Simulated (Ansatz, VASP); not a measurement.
## SnO: VASP beside Ansatz

```xyz
8
Lattice="3.8202 0.0000 0.0000 0.0000 3.8202 0.0000 0.0000 0.0000 22.2261" Properties=species:S:1:pos:R:3 pbc="T T T"
Sn    1.9101    0.0000    4.5000
Sn    0.0000    1.9101    6.8630
Sn    0.0000    1.9101   10.8630
Sn    1.9101    0.0000   13.2261
O     0.0000    0.0000    5.6815
O     1.9101    1.9101    5.6815
O     1.9101    1.9101   12.0446
O     0.0000    0.0000   12.0446
```

Alike in both runs: task single point; functional PBE; dispersion D3(BJ); k mesh 7 × 7 × 1; occupations gaussian, width 0.05 eV; no spin polarisation.

|  | VASP | Ansatz |
| --- | --- | --- |
| version | VASP 6.6.1 | Ansatz 0.2.0 |
| potentials or method | VASP PAW PBE potentials, release 64 (Sn_d, O), cutoff 520 eV | scalar-relativistic, plane waves, PAW |
| valence electrons in the cell | 80 | 80 |

Ansatz gave:

```
gap on the k mesh at the Fermi level (eV) : 2.22
least direct gap on the mesh (eV)         : 2.47
rms of the force components (eV/Å)        : 0.053
```

Problem. Which values does VASP return?

Solution. gap on the k mesh at the Fermi level (eV): 2.21; least direct gap on the mesh (eV): 2.46; rms of the force components (eV/Å): 0.035.
